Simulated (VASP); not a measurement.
Set up this calculation in VASP 6.6.1, as the native input.

- Task: single point
- Functional: r2SCAN
- Potentials or basis: VASP PAW PBE potentials, release 64 (B, N)
- Cutoff: 660 eV
- k mesh: 12 × 12 × 12
- Occupations: gaussian, width 0.01 eV
- Spin: no spin polarisation
- Dipole correction: no
- Further INCAR settings: ALGO = Normal; EDIFF = 1e-06; NBANDS = 11

BN:

```
B N
1.0
     0.00000    1.79218    1.79218
     1.79218    0.00000    1.79218
     1.79218    1.79218    0.00000
B N
1 1
Direct
  0.00000 0.00000 0.00000
  0.25000 0.25000 0.25000
```

These files were run (other wordings do the same):

POSCAR

```
BN
1.0
    0.0000000000      1.7921820000      1.7921820000
    1.7921820000      0.0000000000      1.7921820000
    1.7921820000      1.7921820000      0.0000000000
B N
1 1
Direct
    0.0000000000      0.0000000000      0.0000000000
    0.2500000000      0.2500000000      0.2500000000
```

INCAR.step1

```
SYSTEM = BN
PREC     = Accurate       ! precision mode
ENCUT    = 660            ! plane-wave cutoff, eV
ISMEAR   = 0              ! smearing method
SIGMA    = 0.01           ! smearing width, eV
LREAL    = .FALSE.        ! projectors in reciprocal space
LASPH    = .TRUE.         ! aspherical terms in the spheres
NELM     = 120            ! most SCF steps
NBANDS   = 11             ! bands
GGA      = PE             ! functional
ALGO     = Normal         ! electronic algorithm
EDIFF    = 1E-5           ! SCF threshold, eV
LWAVE    = .TRUE.         ! write WAVECAR
LCHARG   = .FALSE.        ! write CHGCAR
GGA_COMPAT= .FALSE.
```

INCAR.step2

```
SYSTEM = BN
PREC     = Accurate       ! precision mode
ENCUT    = 660            ! plane-wave cutoff, eV
EDIFF    = 1E-6           ! SCF threshold, eV
ISMEAR   = 0              ! smearing method
SIGMA    = 0.01           ! smearing width, eV
LREAL    = .FALSE.        ! projectors in reciprocal space
LASPH    = .TRUE.         ! aspherical terms in the spheres
NELM     = 120            ! most SCF steps
ALGO     = Normal         ! electronic algorithm
ISIF     = 2              ! what is computed and relaxed
LWAVE    = .FALSE.        ! write WAVECAR
LCHARG   = .FALSE.        ! write CHGCAR
METAGGA  = R2SCAN         ! meta-GGA
LMIXTAU  = .TRUE.       
NBANDS   = 11             ! bands
ISTART   = 1            
GGA_COMPAT= .FALSE.
```

KPOINTS

```
Automatic mesh
0
G
  12 12 12
  0 0 0
```

Potentials or basis: VASP PAW PBE potentials, release 64 (B, N).

The run is started by

```sh
$ cat potpaw_PBE.64/B/POTCAR potpaw_PBE.64/N/POTCAR > POTCAR
$ cp INCAR.step1 INCAR
$ mpirun -np 1 vasp_std > vasp.out
$ cp INCAR.step2 INCAR
$ mpirun -np 1 vasp_std > vasp.out
```

It gave:

| Property | Result |
| --- | --- |
| Pressure | 9.9 GPa |
| Band gap on the k mesh | 5.01 eV, indirect (least direct gap 9.65 eV) |

Caveat: the PAW data sets were made with another functional, which shifts forces and pressure a little.

Wall time 38 s on 1 thread of Intel(R) Xeon(R) Platinum 8488C (Sapphire Rapids), with other jobs on the host, peak memory 0.14 GiB.
